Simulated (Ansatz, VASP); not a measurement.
**NiO: VASP beside Ansatz**

INCAR

```
  PREC = Accurate
  ENCUT = 520
  EDIFF = 1E-6
  ISMEAR = -1
  SIGMA = 0.05
  LREAL = False
  LASPH = True
  NELM = 150
  ALGO = Normal
  ISIF = 2
  LWAVE = False
  LCHARG = True
  ISPIN = 2
  MAGMOM = 1 0
  LORBIT = 11
  LMAXMIX = 4
  GGA = B5
  ALDAX = 1.0
  AGGAX = 1.0
  AGGAC = 1.0
  ALDAC = 0.0
  IVDW = 13
  VDW_S6 = 1.0
  VDW_S8 = 2.34076671
  VDW_A1 = 0.44488865
  VDW_A2 = 4.0933009
  LELF = True
  LVHAR = True
  NBANDS = 19
```

Contents of KPOINTS:

```
regular mesh
0
Gamma
  11 11 11
```

The input POSCAR:

```
NiO
1.0
    0.0000000000      2.0859016414      2.0859016414
    2.0859016414      0.0000000000      2.0859016414
    2.0859016414      2.0859016414      0.0000000000
Ni O
1 1
Direct
    0.0000000000      0.0000000000      0.0000000000
    0.5000000000      0.5000000000      0.5000000000
```

Contents of input.yaml:

```yaml
crystal:
  lattice:
    - [0.0, 2.0859016414, 2.0859016414]
    - [2.0859016414, 0.0, 2.0859016414]
    - [2.0859016414, 2.0859016414, 0.0]
  atoms:
    - { symbol: Ni, position: [0.0, 0.0, 0.0], spin: 1.0 }
    - { symbol: O, position: [0.5, 0.5, 0.5] }
hamiltonian:
  xc: blyp
  pseudopotentials: { kind: paw }
  dispersion: d4
magnetization:
  spin_polarized: true
kpoints:
  mp_grid: { grid: [11, 11, 11] }
scf:
  occupations: { method: fermi_dirac, width: 0.05 }
output:
  forces: true
  stress: true
  eigenvalues: true
```

Alike in both runs: task single point; functional BLYP; dispersion D4; k mesh 11 × 11 × 11; occupations fermi-dirac, width 0.05 eV; collinear spin.

```csv
,VASP,Ansatz
version,VASP 6.6.1,Ansatz 0.2.0
potentials or method,"VASP PAW PBE potentials, release 64 (Ni, O)",Ansatz PAW
plane-wave cutoff (eV),520,420
valence electrons in the cell,16,24
```

VASP gave:

| Quantity | Value |
| --- | --- |
| gap on the k mesh at the Fermi level (eV) | none |
| pressure (GPa) | 4.0 |
| net moment per atom (μB) | 0.80 |
| size of the moment on the site where the two differ most (μB) | 1.32 |

**Question.** Estimate Ansatz's values.

**Answer.** gap on the k mesh at the Fermi level (eV): none; pressure (GPa): 4.7; net moment per atom (μB): 0.83; size of the moment on the site where the two differ most (μB): 1.35.

VASP's potentials were made for PBE, not for BLYP. Site moments also hang on the region over which each program counts them. A gap of «none» marks a metal or a gap that the smearing closes. VASP's potentials hold 16 valence electrons a cell and Ansatz's 24, so a difference there can come from the potentials and not from the codes.
